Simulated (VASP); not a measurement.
Set up this calculation in VASP 6.6.1, as the native input.

| Property | Result |
| --- | --- |
| Task | single point |
| Functional | LDA |
| Potentials or basis | VASP PAW LDA potentials, release 64 (Si, Ni) |
| Cutoff | 520 eV |
| k mesh | 14 × 14 × 14 |
| Occupations | gaussian, width 0.15 eV |
| Spin | collinear spin, ferromagnetic start |
| Starting moments | [0.0, 0.0, 1.0] μB |
| Fixed moment | 1 μB |
| Dipole correction | no |
| Further INCAR settings | ALGO = Normal; EDIFF = 1e-06; NBANDS = 20 |

The structure of Si2Ni lies in POSCAR:

```
Si2Ni
1.0
    0.0000000000      2.5638994933      2.5638994933
    2.5638994933      0.0000000000      2.5638994933
    2.5638994933      2.5638994933      0.0000000000
Si Ni
2 1
Direct
    0.2500000000      0.2500000000      0.2500000000
    0.7500000000      0.7500000000      0.7500000000
    0.0000000000      0.0000000000      0.0000000000
```

One way to write it, as run:

INCAR

```
PREC = Accurate
ENCUT = 520
EDIFF = 1E-6
ISMEAR = 0
SIGMA = 0.15
LREAL = False
LASPH = True
NELM = 150
ALGO = Normal
ISIF = 2
LWAVE = False
LCHARG = False
ISPIN = 2
MAGMOM = 0 0 1
LORBIT = 11
NUPDOWN = 1.0
LMAXMIX = 4
NBANDS = 20
```

KPOINTS

```
Automatic mesh
0
Gamma
  14 14 14
```

Potentials or basis: VASP PAW LDA potentials, release 64 (Si, Ni).

Run with:

```console
$ cat potpaw_LDA.64/Si/POTCAR potpaw_LDA.64/Ni/POTCAR > POTCAR
$ mpirun -np 1 vasp_std > vasp.out
```

Results of the run:

* Pressure: 34.6 GPa
* Net moment: 1.00 μB per cell
* Site moments: Si +0.13; Ni +0.45 μB
* Valence electrons inside the program's atomic spheres: Si 1.71; Ni 10.27

Caveat: the cell stands under pressure; the total moment is fixed, so each spin has its own Fermi level.

It took 2.3 min on 1 thread of AMD EPYC 7R13 Processor (Zen 3), with other jobs on the host, peak memory 0.19 GiB.
